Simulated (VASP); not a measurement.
# CsBe3 (Pm-3m) in VASP: single point with PBEsol

Aim: the single point of CsBe3 with PBEsol.

All numbers are computed with VASP 6.6.1; they aren't measurements. Logs are shortened: lines on timing, memory, paths and dates and some standing lists are left out, and cuts for length are marked.

### 1 The cell of the first run

It takes space group Pm-3m (No. 221, cubic). The conventional cell has a = 5.208 Å, b = 5.208 Å, c = 5.208 Å, α = 90.00°, β = 90.00°, γ = 90.00°. Within 4.8 Å of Cs (site symmetry m-3m) lie 12 Be at 3.68 Å. Within 4.8 Å of Be (site symmetry 4/mmm) lie 4 Cs at 3.68 Å and 8 Be at 3.68 Å.

### 2 Single point, PBEsol (Ba replaced by Be, lengths x 0.759, strained)

Input file INCAR:

```
SYSTEM = CsBe3
ALGO = Normal
EDIFF = 1E-7
ENCUT = 520
GGA = PS
ISIF = 2
ISMEAR = 0
LASPH = .True.
LCHARG = .True.
LELF = .True.
LREAL = .False.
LVHAR = .True.
LWAVE = .False.
NBANDS = 16
NELM = 100
PREC = Accurate
SIGMA = 0.1
```

Input file KPOINTS:

```
k-points
0
Gamma
  4 4 4
  0 0 0
```

Input file POSCAR:

```
CsBe3
1.0
    5.2078398300      0.0000000000      0.0000000000
    0.0000000000      5.2078398300      0.0000000000
    0.0000000000      0.0000000000      5.2078398300
Cs Be
1 3
Direct
    0.0000000000      0.0000000000      0.0000000000
    0.0000000000      0.5000000000      0.5000000000
    0.5000000000      0.0000000000      0.5000000000
    0.5000000000      0.5000000000      0.0000000000
```

Potentials or basis: VASP PAW PBE potentials, release 64 (Cs_sv, Be).

Run with:

```console
> cat potpaw_PBE.64/Cs_sv/POTCAR potpaw_PBE.64/Be/POTCAR > POTCAR
> mpirun -np 1 vasp_std > vasp.out
```

OUTCAR:

```text
SYSTEM = CsBe3
   EDIFF = 1E-7
   ENCUT = 520
   GGA = PS
   ISIF = 2
   ISMEAR = 0
   LASPH = .True.
   LREAL = .False.
   NELM = 100
   PREC = Accurate

 ion  position               nearest neighbor table
   1  0.000  0.000  0.000-
   2  0.000  0.500  0.500-
   3  0.500  0.000  0.500-
   4  0.500  0.500  0.000-

  LATTYP: Found a simple cubic cell.
 ALAT       =     5.2078398300

  Lattice vectors:

 A1 = (   5.2078398300,   0.0000000000,   0.0000000000)
 A2 = (   0.0000000000,   5.2078398300,   0.0000000000)
 A3 = (   0.0000000000,   0.0000000000,   5.2078398300)

Analysis of symmetry for initial positions (statically):
=====================================================================
 Subroutine PRICEL returns:
 Original cell was already a primitive cell.

 Routine SETGRP: Setting up the symmetry group for a
 simple cubic supercell.

 Subroutine GETGRP returns: Found 48 space group operations
 (whereof 48 operations were pure point group operations)
 out of a pool of 48 trial point group operations.

The static configuration has the point symmetry O_h .

Analysis of symmetry for dynamics (positions and initial velocities):
=====================================================================
 Subroutine PRICEL returns:
 Original cell was already a primitive cell.

 Routine SETGRP: Setting up the symmetry group for a
 simple cubic supercell.

 Subroutine GETGRP returns: Found 48 space group operations
 (whereof 48 operations were pure point group operations)
 out of a pool of 48 trial point group operations.

The dynamic configuration has the point symmetry O_h .

 Subroutine INISYM returns: Found 48 space group operations
 (whereof 48 operations are pure point group operations),
 and found     1 'primitive' translations

----------------------------------------------------------------------------------------

                                     Primitive cell

  volume of cell :     141.2449

  direct lattice vectors                    reciprocal lattice vectors
     5.207839830  0.000000000  0.000000000     0.192018194  0.000000000  0.000000000
     0.000000000  5.207839830  0.000000000     0.000000000  0.192018194  0.000000000
     0.000000000  0.000000000  5.207839830     0.000000000  0.000000000  0.192018194

  length of vectors
     5.207839830  5.207839830  5.207839830     0.192018194  0.192018194  0.192018194

  position of ions in fractional coordinates (direct lattice)
     0.000000000  0.000000000  0.000000000
     0.000000000  0.500000000  0.500000000
     0.500000000  0.000000000  0.500000000
     0.500000000  0.500000000  0.000000000

  ion indices of the primitive-cell ions
   primitive index   ion index
                 1           1
                 2           2
                 3           3
                 4           4

----------------------------------------------------------------------------------------

 KPOINTS: k-points

Automatic generation of k-mesh.
 Grid dimensions read from file:
 generate k-points for:    4    4    4

 Generating k-lattice:

  Cartesian coordinates                     Fractional coordinates (reciprocal lattice)
     0.048004549  0.000000000  0.000000000     0.250000000  0.000000000  0.000000000
     0.000000000  0.048004549  0.000000000     0.000000000  0.250000000  0.000000000
     0.000000000  0.000000000  0.048004549     0.000000000  0.000000000  0.250000000

  Length of vectors
     0.048004549  0.048004549  0.048004549

  Shift w.r.t. Gamma in fractional coordinates (k-lattice)
     0.000000000  0.000000000  0.000000000

 Subroutine IBZKPT returns following result:
 ===========================================

 Found     10 irreducible k-points:

 Following reciprocal coordinates:
            Coordinates               Weight
  0.000000  0.000000  0.000000      1.000000
  0.250000  0.000000  0.000000      6.000000
  0.500000  0.000000  0.000000      3.000000
  0.250000  0.250000  0.000000     12.000000
  0.500000  0.250000  0.000000     12.000000
  0.500000  0.500000  0.000000      3.000000
  0.250000  0.250000  0.250000      8.000000
  0.500000  0.250000  0.250000     12.000000
  0.500000  0.500000  0.250000      6.000000
  0.500000  0.500000  0.500000      1.000000
   k-points           NKPTS =     10   k-points in BZ     NKDIM =     10   number of bands    NBANDS=     16
   number of dos      NEDOS =    301   number of ions     NIONS =      4
   total plane-waves  NPLWV =  64000
   dimension x,y,z NGX =    40 NGY =   40 NGZ =   40
   dimension x,y,z NGXF=    80 NGYF=   80 NGZF=   80
   ions per type =               1   3
   NGX,Y,Z   is equivalent  to a cutoff of  12.77, 12.77, 12.77 a.u.
   NGXF,Y,Z  is equivalent  to a cutoff of  25.54, 25.54, 25.54 a.u.
 SYSTEM =  CsBe3
   PREC   = accura    normal or accurate (medium, high low for compatibility)
   ISTART =      0    job   : 0-new  1-cont  2-samecut
   ICHARG =      2    charge: 1-file 2-atom 10-const
   ISPIN  =      1    spin polarized calculation?
   LNONCOLLINEAR =      F non collinear calculations
   LSORBIT =      F    spin-orbit coupling
   LASPH  =      T    aspherical Exc in radial PAW
   ENCUT  =  520.0 eV  38.22 Ry    6.18 a.u.   9.68  9.68  9.68*2*pi/ulx,y,z
   NELM   =    100;   NELMIN=  2; NELMDL= -5     # of ELM steps
   EDIFF  = 0.1E-06   stopping-criterion for ELM
   LREAL  =      F    real-space projection
   EDIFFG = 0.1E-05   stopping-criterion for IOM
   NSW    =      0    number of steps for IOM
   IBRION =     -1    ionic relax: 0-MD 1-quasi-New 2-CG
   NFREE  =      0    steps in history (QN), initial steepest desc. (CG)
   ISIF   =      2    stress and relaxation
   ISYM   =      2    0-nonsym 1-usesym 2-fastsym
   POTIM  = 0.5000    time-step for ionic-motion
   TEBEG  =    0.0;   TEEND  =   0.0 temperature during run
   PSTRESS=    0.0 pullay stress
   NELECT =      15.0000    total number of electrons
   NUPDOWN=      -1.0000    fix difference up-down
   EMIN   =  10.00;   EMAX   =-10.00  energy-range for DOS
   EFERMI =   0.00;   METHOD = LEGACY
   ISMEAR =     0;   SIGMA  =   0.10  broadening in eV -4-tet -1-fermi 0-gaus
   EFERMI_NEDOS =   21; number of points for ismear=-14 and -15
   IALGO  =     38    algorithm
   IMIX   =      4    mixing-type and parameters
     AMIX     =   0.40;   BMIX     =  1.00
     AMIX_MAG =   1.60;   BMIX_MAG =  1.00
  volume/ion in A,a.u.               =      35.31       238.29
  Fermi-wavevector in a.u.,A,eV,Ry     =   0.775260  1.465030  8.177493  0.601029
  Thomas-Fermi vector in A             =   1.877490
   LORBIT       =      0    0 simple, 1 ext, 2 COOP (PROOUT), +10 PAW based schemes
   GGA     = PS    functional components
   LHFCALC =     F    Hartree Fock is set to
   AEXX    =    0.0000 exact exchange contribution
   IVDW    =     0    specifies the selected vdW correction
   LEPSILON=     F    determine dielectric tensor
   LRPA    =     F    only Hartree local field effects (RPA)
 non-spin polarized calculation
 Gauss-broadening in eV      SIGMA  =   0.10
  energy-cutoff  :      520.00
  volume of cell :      141.24
 maximum number of plane-waves:      3840
 NGX is ok and might be reduce to    40
   NGX = 19   NGY = 19   NGZ = 19

 number of electron      14.9999998 magnetization

 Free energy of the ion-electron system (eV)
  ---------------------------------------------------
  ext. energy  EPLUGINS =         0.00000000
  ---------------------------------------------------
  free energy    TOTEN  =        -4.61542067 eV

  energy without entropy =       -4.59061246  energy(sigma->0) =       -4.60301657

 E-fermi :   0.6524     XC(G=0):  -7.3013

 val. band max:        0.6431456036   @ k =   0.5000   0.5000   0.2500
 cond. band min:       0.6948978512   @ k =   0.5000   0.2500   0.0000
 fundamental gap:      0.0517522476
 Fermi energy:         0.6523930537

 k-point     1 :       0.0000    0.0000    0.0000
  band No.  band energies     occupation
      1     -21.4322      2.00000
      2      -8.2981      2.00000
      3      -8.2981      2.00000
      4      -8.2981      2.00000
      5      -3.8820      2.00000
      6      -0.2723      2.00000
[... 8 lines left out ...]
     15       5.1851      0.00000
     16       5.1876      0.00000

 k-point     2 :       0.2500    0.0000    0.0000
  band No.  band energies     occupation
      1     -21.4295      2.00000
      2      -8.4135      2.00000
      3      -8.2849      2.00000
      4      -8.2849      2.00000
      5      -3.4766      2.00000
      6      -1.1552      2.00000
[... 8 lines left out ...]
     15       4.9011      0.00000
     16       4.9011      0.00000

 k-point     3 :       0.5000    0.0000    0.0000
  band No.  band energies     occupation
      1     -21.4268      2.00000
      2      -8.5206      2.00000
      3      -8.2716      2.00000
      4      -8.2716      2.00000
      5      -2.5301      2.00000
      6      -2.3950      2.00000
[... 8 lines left out ...]
     15       4.4751      0.00000
     16       4.4751      0.00000

 k-point     4 :       0.2500    0.2500    0.0000
  band No.  band energies     occupation
      1     -21.4268      2.00000
      2      -8.4022      2.00000
      3      -8.3870      2.00000
      4      -8.2724      2.00000
      5      -3.1243      2.00000
      6      -0.9814      2.00000
[... 8 lines left out ...]
     15       4.2237      0.00000
     16       5.2515      0.00000
[... 58 lines left out ...]
 k-point     8 :       0.5000    0.2500    0.2500
  band No.  band energies     occupation
      1     -21.4215      2.00000
      2      -8.4758      2.00000
      3      -8.3649      2.00000
      4      -8.3541      2.00000
      5      -2.2687      2.00000
      6      -1.7114      2.00000
[... 8 lines left out ...]
     15       4.7934      0.00000
     16       4.8829      0.00000

 k-point     9 :       0.5000    0.5000    0.2500
  band No.  band energies     occupation
      1     -21.4188      2.00000
      2      -8.4540      2.00000
      3      -8.4540      2.00000
      4      -8.3433      2.00000
      5      -2.0005      2.00000
      6      -1.4093      2.00000
[... 8 lines left out ...]
     15       4.8559      0.00000
     16       5.4916      0.00000

 k-point    10 :       0.5000    0.5000    0.5000
  band No.  band energies     occupation
      1     -21.4162      2.00000
      2      -8.4343      2.00000
      3      -8.4343      2.00000
      4      -8.4343      2.00000
      5      -1.5248      2.00000
      6      -1.5248      2.00000
[... 8 lines left out ...]
     15       5.4155      0.00000
     16       5.5611      0.00000

------------------------ aborting loop because EDIFF is reached ----------------------------------------

  FORCE on cell =-STRESS in cart. coord.  units (eV):
  Direction    XX          YY          ZZ          XY          YZ          ZX
  --------------------------------------------------------------------------------------
  -------------------------------------------------------------------------------------
  Total       -2.8044620     -2.8044620     -2.8044620      0.0000000      0.0000000     -0.0000000
  in kB      -31.8117301    -31.8117301    -31.8117301      0.0000000      0.0000000     -0.0000000
  external PRESSURE =     -31.8117301 kB  Pullay stress =       0.0000000 kB

 VOLUME and BASIS-vectors are now :
 -----------------------------------------------------------------------------
  energy-cutoff  :      520.00
  volume of cell :      141.24
      direct lattice vectors                 reciprocal lattice vectors
     5.207839830  0.000000000  0.000000000     0.192018194  0.000000000  0.000000000
     0.000000000  5.207839830  0.000000000     0.000000000  0.192018194  0.000000000
     0.000000000  0.000000000  5.207839830     0.000000000  0.000000000  0.192018194

 POSITION                                       TOTAL-FORCE (eV/Angst)
 -----------------------------------------------------------------------------------
      0.00000      0.00000      0.00000         0.000000      0.000000      0.000000
      0.00000      2.60392      2.60392         0.000000      0.000000      0.000000
      2.60392      0.00000      2.60392         0.000000      0.000000      0.000000
      2.60392      2.60392      0.00000         0.000000      0.000000      0.000000
 -----------------------------------------------------------------------------------
    total drift:                               -0.000000      0.000000     -0.000000

  FREE ENERGIE OF THE ION-ELECTRON SYSTEM (eV)
  ---------------------------------------------------
  free  energy   TOTEN  =        -4.6154206748 eV

  energy  without entropy=       -4.5906124586  energy(sigma->0) =       -4.60301657
```

Run time: 14 s. Hardware: 1 thread of AMD EPYC 9R45 (Zen 5), shared host; peak memory 0.2 GiB.

Results:

```yaml
Free_energy: -4.6154 eV
Pressure: -3.2 GPa
```

Levels at points of the mesh, in eV from the Fermi level:
| k point | band 3 | band 4 | band 5 | band 6 | band 7 | band 8 | band 9 | band 10 | band 11 | band 12 |
| --- | --- | --- | --- | --- | --- | --- | --- | --- | --- | --- |
| (0.00, 0.00, 0.00) | -8.95 | -8.95 | -4.53 | -0.92 | -0.92 | 0.41 | 0.41 | 0.41 | 2.74 | 2.74 |
| (0.50, 0.00, 0.00) | -8.92 | -8.92 | -3.18 | -3.05 | -0.22 | 0.29 | 0.29 | 0.70 | 1.99 | 1.99 |
| (0.50, 0.50, 0.00) | -9.13 | -8.90 | -2.92 | -1.95 | -1.95 | -0.91 | 1.10 | 1.10 | 1.76 | 1.98 |
| (0.50, 0.50, 0.50) | -9.09 | -9.09 | -2.18 | -2.18 | -2.18 | -1.05 | 0.32 | 0.32 | 0.32 | 4.51 |

Caveat: the cell differs from its parent crystal (Ba replaced by Be, lengths x 0.759, strained); the PAW data sets were made with another functional, which shifts forces and pressure a little; spin-orbit coupling is left out, which moves the levels of the heavy elements.
